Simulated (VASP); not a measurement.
Set up this calculation in VASP 6.6.1, as the native input.

| Item | Value |
| --- | --- |
| Task | single point |
| Functional | PBE |
| Potentials or basis | VASP PAW PBE potentials, release 64 (Pb_d, Te) |
| Cutoff | 520 eV |
| k mesh | 6 × 6 × 1 |
| Occupations | fermi-dirac, width 0.02 eV |
| Spin | no spin polarisation |
| Dipole correction | yes |
| Further INCAR settings | ALGO = Normal; EDIFF = 1e-07; NBANDS = 50 |

The structure of TePb (TePb (100), 4 layers) lies in POSCAR:

```
TePb
1.0
    4.6436706446      0.0000000000      0.0000000000
    0.0000000000      4.6436706446      0.0000000000
    0.0000000000      0.0000000000     25.8507000000
Pb Te
4 4
Direct
    0.0000000000      0.0000000000      0.3094691245
    0.5000000000      0.5000000000      0.4364897077
    0.0000000000      0.0000000000      0.5635102916
    0.5000000000      0.5000000000      0.6905308755
    0.5000000000      0.5000000000      0.3094691245
    0.0000000000      0.0000000000      0.4364897077
    0.5000000000      0.5000000000      0.5635102916
    0.0000000000      0.0000000000      0.6905308755
```

One way to write it, as run:

INCAR

```
  PREC = Accurate
  ENCUT = 520
  EDIFF = 1E-7
  ISMEAR = -1
  SIGMA = 0.02
  LREAL = F
  LASPH = T
  NELM = 100
  ALGO = Normal
  ISIF = 2
  LWAVE = F
  LCHARG = F
  LDIPOL = T
  IDIPOL = 3
  DIPOL = 0.5 0.5 0.500
  GGA = PE
  NBANDS = 50
```

KPOINTS

```
Automatic mesh
0
Gamma
  6 6 1
```

Potentials or basis: VASP PAW PBE potentials, release 64 (Pb_d, Te).

Command:

```bash
$ cat potpaw_PBE.64/Pb_d/POTCAR potpaw_PBE.64/Te/POTCAR > POTCAR
$ mpirun -np 1 vasp_std > vasp.out
```

Results of the run:

```yaml
Largest_force: 0.450 eV/Å
Band_gap_on_the_k_mesh: 1.19 eV, direct
```

Caveat: spin-orbit coupling is left out, which moves the levels of the heavy elements.

Run time: 4.3 min on 1 thread of Intel(R) Xeon(R) 6975P-C (Granite Rapids), on a shared host, peak memory 0.66 GiB.
